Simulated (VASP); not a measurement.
# Cd (Fd-3m) in VASP: single point with PBE

Aim: the single point of Cd with PBE.

Everything below comes from runs of VASP 6.6.1. Logs are shortened: lines on timing, memory, paths and dates and some standing lists are left out, and cuts for length are marked.

**1. The cell of the first run**

Symmetry: Fd-3m, No. 227, cubic system. Conventional cell: a = 6.694 Å, b = 6.694 Å, c = 6.694 Å, α = 90.00°, β = 90.00°, γ = 90.00°. Within 3.8 Å of Cd (site symmetry -43m) lie 4 Cd at 2.90 Å.

This isn't the form of Cd at room conditions, which is hcp.

**2. Single point, PBE**

File INCAR:

```
SYSTEM = Cd
PREC = Accurate ; ENCUT = 520
EDIFF = 1E-6 ; ISMEAR = -1
SIGMA = 0.13605693000000002 ; LREAL = .False.
LASPH = .True. ; NELM = 60
ALGO = Normal ; ISIF = 2
LWAVE = .False. ; LCHARG = .False.
GGA = PE ; NBANDS = 19
```

File KPOINTS:

```
regular mesh
0
Gamma
  8 8 8
  0 0 0
```

File POSCAR:

```
Cd
1.0
    0.0000000000      3.3470754903      3.3470754903
    3.3470754903      0.0000000000      3.3470754903
    3.3470754903      3.3470754903      0.0000000000
Cd
2
Direct
    0.0000000000      0.0000000000      0.0000000000
    0.2500000000      0.2500000000      0.2500000000
```

Potentials or basis: VASP PAW PBE potentials, release 64 (Cd).

Launch:

```sh
$ cat potpaw_PBE.64/Cd/POTCAR > POTCAR
$ mpirun -np 1 vasp_std > vasp.out
```

OUTCAR:

```text
SYSTEM = Cd
   PREC = Accurate
   ENCUT = 520
   EDIFF = 1E-6
   ISMEAR = -1
   LREAL = .False.
   LASPH = .True.
   NELM = 60
   ISIF = 2
   GGA = PE

 ion  position               nearest neighbor table
   1  0.000  0.000  0.000-   2 2.90   2 2.90   2 2.90   2 2.90
   2  0.250  0.250  0.250-   1 2.90   1 2.90   1 2.90   1 2.90

  LATTYP: Found a face centered cubic cell.
 ALAT       =     6.6941509806

  Lattice vectors:

 A1 = (   0.0000000000,   3.3470754903,   3.3470754903)
 A2 = (   3.3470754903,   0.0000000000,   3.3470754903)
 A3 = (   3.3470754903,   3.3470754903,   0.0000000000)

Analysis of symmetry for initial positions (statically):
=====================================================================
 Subroutine PRICEL returns:
 Original cell was already a primitive cell.

 Routine SETGRP: Setting up the symmetry group for a
 face centered cubic supercell.

 Subroutine GETGRP returns: Found 48 space group operations
 (whereof 24 operations were pure point group operations)
 out of a pool of 48 trial point group operations.

The static configuration has the point symmetry T_d .
 The point group associated with its full space group is O_h .

Analysis of symmetry for dynamics (positions and initial velocities):
=====================================================================
 Subroutine PRICEL returns:
 Original cell was already a primitive cell.

 Routine SETGRP: Setting up the symmetry group for a
 face centered cubic supercell.

 Subroutine GETGRP returns: Found 48 space group operations
 (whereof 24 operations were pure point group operations)
 out of a pool of 48 trial point group operations.

The dynamic configuration has the point symmetry T_d .
 The point group associated with its full space group is O_h .

 Subroutine INISYM returns: Found 48 space group operations
 (whereof 24 operations are pure point group operations),
 and found     1 'primitive' translations

----------------------------------------------------------------------------------------

                                     Primitive cell

  volume of cell :      74.9940

  direct lattice vectors                    reciprocal lattice vectors
     0.000000000  3.347075490  3.347075490    -0.149384142  0.149384142  0.149384142
     3.347075490  0.000000000  3.347075490     0.149384142 -0.149384142  0.149384142
     3.347075490  3.347075490  0.000000000     0.149384142  0.149384142 -0.149384142

  length of vectors
     4.733479553  4.733479553  4.733479553     0.258740924  0.258740924  0.258740924

  position of ions in fractional coordinates (direct lattice)
     0.000000000  0.000000000  0.000000000
     0.250000000  0.250000000  0.250000000

  ion indices of the primitive-cell ions
   primitive index   ion index
                 1           1
                 2           2

----------------------------------------------------------------------------------------

 KPOINTS: regular mesh

Automatic generation of k-mesh.
 Grid dimensions read from file:
 generate k-points for:    8    8    8

 Generating k-lattice:

  Cartesian coordinates                     Fractional coordinates (reciprocal lattice)
    -0.018673018  0.018673018  0.018673018     0.125000000  0.000000000  0.000000000
     0.018673018 -0.018673018  0.018673018     0.000000000  0.125000000  0.000000000
     0.018673018  0.018673018 -0.018673018     0.000000000  0.000000000  0.125000000

  Length of vectors
     0.032342615  0.032342615  0.032342615

  Shift w.r.t. Gamma in fractional coordinates (k-lattice)
     0.000000000  0.000000000  0.000000000

 Subroutine IBZKPT returns following result:
 ===========================================

 Found     29 irreducible k-points:

 Following reciprocal coordinates:
            Coordinates               Weight
  0.000000  0.000000  0.000000      1.000000
  0.125000  0.000000  0.000000      8.000000
  0.250000  0.000000  0.000000      8.000000
  0.375000  0.000000  0.000000      8.000000
  0.500000  0.000000  0.000000      4.000000
  0.125000  0.125000  0.000000      6.000000
[... 16 lines left out ...]
  0.500000  0.250000  0.125000     48.000000
 -0.375000  0.250000  0.125000     24.000000
 [... further k-points ...]
   k-points           NKPTS =     29   k-points in BZ     NKDIM =     29   number of bands    NBANDS=     19
   number of dos      NEDOS =    301   number of ions     NIONS =      2
   total plane-waves  NPLWV =  46656
   dimension x,y,z NGX =    36 NGY =   36 NGZ =   36
   dimension x,y,z NGXF=    72 NGYF=   72 NGZF=   72
   ions per type =               2
   NGX,Y,Z   is equivalent  to a cutoff of  12.64, 12.64, 12.64 a.u.
   NGXF,Y,Z  is equivalent  to a cutoff of  25.29, 25.29, 25.29 a.u.
 SYSTEM =  Cd
   PREC   = accura    normal or accurate (medium, high low for compatibility)
   ISTART =      0    job   : 0-new  1-cont  2-samecut
   ICHARG =      2    charge: 1-file 2-atom 10-const
   ISPIN  =      1    spin polarized calculation?
   LNONCOLLINEAR =      F non collinear calculations
   LSORBIT =      F    spin-orbit coupling
   LASPH  =      T    aspherical Exc in radial PAW
   ENCUT  =  520.0 eV  38.22 Ry    6.18 a.u.   8.80  8.80  8.80*2*pi/ulx,y,z
   NELM   =     60;   NELMIN=  2; NELMDL= -5     # of ELM steps
   EDIFF  = 0.1E-05   stopping-criterion for ELM
   LREAL  =      F    real-space projection
   EDIFFG = 0.1E-04   stopping-criterion for IOM
   NSW    =      0    number of steps for IOM
   IBRION =     -1    ionic relax: 0-MD 1-quasi-New 2-CG
   NFREE  =      0    steps in history (QN), initial steepest desc. (CG)
   ISIF   =      2    stress and relaxation
   ISYM   =      2    0-nonsym 1-usesym 2-fastsym
   POTIM  = 0.5000    time-step for ionic-motion
   TEBEG  =    0.0;   TEEND  =   0.0 temperature during run
   PSTRESS=    0.0 pullay stress
   NELECT =      24.0000    total number of electrons
   NUPDOWN=      -1.0000    fix difference up-down
   EMIN   =  10.00;   EMAX   =-10.00  energy-range for DOS
   EFERMI =   0.00;   METHOD = LEGACY
   ISMEAR =    -1;   SIGMA  =   0.14  broadening in eV -4-tet -1-fermi 0-gaus
   EFERMI_NEDOS =   21; number of points for ismear=-14 and -15
   IALGO  =     38    algorithm
   IMIX   =      4    mixing-type and parameters
     AMIX     =   0.40;   BMIX     =  1.00
     AMIX_MAG =   1.60;   BMIX_MAG =  1.00
  volume/ion in A,a.u.               =      37.50       253.04
  Fermi-wavevector in a.u.,A,eV,Ry     =   1.119790  2.116095 17.060734  1.253929
  Thomas-Fermi vector in A             =   2.256431
   LORBIT       =      0    0 simple, 1 ext, 2 COOP (PROOUT), +10 PAW based schemes
   GGA     = PE    functional components
   LHFCALC =     F    Hartree Fock is set to
   AEXX    =    0.0000 exact exchange contribution
   IVDW    =     0    specifies the selected vdW correction
   LEPSILON=     F    determine dielectric tensor
   LRPA    =     F    only Hartree local field effects (RPA)
 non-spin polarized calculation
  energy-cutoff  :      520.00
  volume of cell :       74.99
 maximum number of plane-waves:      2044
   NGX = 17   NGY = 17   NGZ = 17

 number of electron      23.9999997 magnetization

 Free energy of the ion-electron system (eV)
  ---------------------------------------------------
  ext. energy  EPLUGINS =         0.00000000
  ---------------------------------------------------
  free energy    TOTEN  =        -0.87663349 eV

  energy without entropy =       -0.81104863  energy(sigma->0) =       -0.84384106

 E-fermi :   0.0810     XC(G=0):  -8.0925

 val. band max:        0.0215059976   @ k =  -0.3750   0.3750   0.1250
 cond. band min:       0.0952920031   @ k =   0.3750   0.2500   0.1250
 fundamental gap:      0.0737860055
 Fermi energy:         0.0810495190

 k-point     1 :       0.0000    0.0000    0.0000
  band No.  band energies     occupation
      1      -9.0254      2.00000
      2      -9.0254      2.00000
      3      -9.0254      2.00000
      4      -8.9736      2.00000
      5      -8.9736      2.00000
      6      -8.3468      2.00000
[... 11 lines left out ...]
     18       5.5323      0.00000
     19       6.9707      0.00000

 k-point     2 :       0.1250    0.0000    0.0000
  band No.  band energies     occupation
      1      -9.0585      2.00000
      2      -9.0585      2.00000
      3      -9.0216      2.00000
      4      -8.9273      2.00000
      5      -8.9273      2.00000
      6      -8.3647      2.00000
[... 11 lines left out ...]
     18       6.6102      0.00000
     19       8.0151      0.00000

 k-point     3 :       0.2500    0.0000    0.0000
  band No.  band energies     occupation
      1      -9.0834      2.00000
      2      -9.0834      2.00000
      3      -9.0130      2.00000
      4      -8.8761      2.00000
      5      -8.8761      2.00000
      6      -8.4075      2.00000
[... 11 lines left out ...]
     18       7.7919      0.00000
     19       8.1383      0.00000

 k-point     4 :       0.3750    0.0000    0.0000
  band No.  band energies     occupation
      1      -9.0864      2.00000
      2      -9.0864      2.00000
      3      -9.0048      2.00000
      4      -8.8573      2.00000
      5      -8.8573      2.00000
      6      -8.4501      2.00000
[... 11 lines left out ...]
     18       7.2785      0.00000
     19       9.8020      0.00000

 k-point     5 :       0.5000    0.0000    0.0000
  band No.  band energies     occupation
      1      -9.0834      2.00000
      2      -9.0834      2.00000
      3      -9.0014      2.00000
      4      -8.8572      2.00000
      5      -8.8572      2.00000
      6      -8.4678      2.00000
[... 11 lines left out ...]
     18       7.0804      0.00000
     19      11.2054      0.00000
[... 334 lines left out ...]
      2      -9.0974      2.00000
      3      -8.9692      2.00000
      4      -8.9692      2.00000
      5      -8.5818      2.00000
      6      -8.5818      2.00000
[... 11 lines left out ...]
     18      11.5320      0.00000
     19      12.6729      0.00000

 k-point    22 :       0.3750    0.2500    0.1250
  band No.  band energies     occupation
      1      -9.1231      2.00000
      2      -9.0897      2.00000
      3      -9.0018      2.00000
      4      -8.8583      2.00000
      5      -8.7549      2.00000
      6      -8.5908      2.00000
[... 11 lines left out ...]
     18       8.1923      0.00000
     19       9.4041      0.00000

 k-point    23 :       0.5000    0.2500    0.1250
  band No.  band energies     occupation
      1      -9.1410      2.00000
      2      -9.1159      2.00000
      3      -8.9508      2.00000
      4      -8.8181      2.00000
      5      -8.7215      2.00000
      6      -8.6111      2.00000
[... 11 lines left out ...]
     18       8.4875      0.00000
     19      10.0770      0.00000

 k-point    24 :      -0.3750    0.2500    0.1250
  band No.  band energies     occupation
      1      -9.1535      2.00000
      2      -9.1180      2.00000
      3      -8.9297      2.00000
      4      -8.7875      2.00000
      5      -8.7305      2.00000
      6      -8.5994      2.00000
[... 11 lines left out ...]
     18       8.7626      0.00000
     19       9.1886      0.00000

 [... further k-points ...]

------------------------ aborting loop because EDIFF is reached ----------------------------------------

  FORCE on cell =-STRESS in cart. coord.  units (eV):
  Direction    XX          YY          ZZ          XY          YZ          ZX
  --------------------------------------------------------------------------------------
  -------------------------------------------------------------------------------------
  Total        0.0764988      0.0764988      0.0764988      0.0000000      0.0000000      0.0000000
  in kB        1.6343263      1.6343263      1.6343263      0.0000000      0.0000000      0.0000000
  external PRESSURE =       1.6343263 kB  Pullay stress =       0.0000000 kB

 VOLUME and BASIS-vectors are now :
 -----------------------------------------------------------------------------
  energy-cutoff  :      520.00
  volume of cell :       74.99
      direct lattice vectors                 reciprocal lattice vectors
     0.000000000  3.347075490  3.347075490    -0.149384142  0.149384142  0.149384142
     3.347075490  0.000000000  3.347075490     0.149384142 -0.149384142  0.149384142
     3.347075490  3.347075490  0.000000000     0.149384142  0.149384142 -0.149384142

 POSITION                                       TOTAL-FORCE (eV/Angst)
 -----------------------------------------------------------------------------------
      0.00000      0.00000      0.00000        -0.000000     -0.000000     -0.000000
      1.67354      1.67354      1.67354         0.000000      0.000000      0.000000
 -----------------------------------------------------------------------------------
    total drift:                                0.000000      0.000000      0.000000

  FREE ENERGIE OF THE ION-ELECTRON SYSTEM (eV)
  ---------------------------------------------------
  free  energy   TOTEN  =        -0.8766334907 eV

  energy  without entropy=       -0.8110486320  energy(sigma->0) =       -0.84384106
```

It took 45 s on 1 thread of AMD EPYC 7R43 (Zen 3), shared host; peak memory 0.17 GiB.

What came out:

- Free energy: -0.8766 eV
- Pressure: 0.2 GPa
- Band gap on the k mesh: zero (bands 12 and 13 overlap by 4.53 eV)
